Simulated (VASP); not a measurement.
CdS: electric field gradients with PBE

The system is CdS.

```
Cd S
1.0
     0.00000    2.92927    2.92927
     2.92927    0.00000    2.92927
     2.92927    2.92927    0.00000
Cd S
1 1
Direct
  0.00000 0.00000 0.00000
  0.75000 0.75000 0.75000
```

```json
{"Program": "VASP 6.6.1", "Task": "electric field gradients", "Functional": "PBE", "Potentials or basis": "VASP PAW PBE potentials, release 64 (Cd, S)", "Cutoff": "520 eV", "k mesh": "8 × 8 × 8", "Occupations": "fermi-dirac, width 0.01 eV", "Spin": "no spin polarisation", "Dipole correction": "no", "Further INCAR settings": "ALGO = Normal; EDIFF = 1e-08; NBANDS = 16"}
```

The pressure is 2.3 GPa, the band gap on the k mesh is 1.12 eV and the largest electric field gradient by atom is zero within the noise of the run.

Levels at points of the mesh, in eV from the valence-band top:
```csv
k point,band 7,band 8,band 9,band 10,band 11,band 12
"(0.00, 0.00, 0.00)",0.00,0.00,0.00,1.12,6.55,6.55
"(0.50, 0.00, 0.00)",-4.32,-0.73,-0.73,3.00,7.01,7.01
"(0.50, 0.50, 0.00)",-3.90,-1.83,-1.83,3.58,4.34,9.18
```

Wall time 20 s on 1 thread of Intel(R) Xeon(R) Platinum 8488C (Sapphire Rapids) (shared host), peak memory 0.18 GiB.
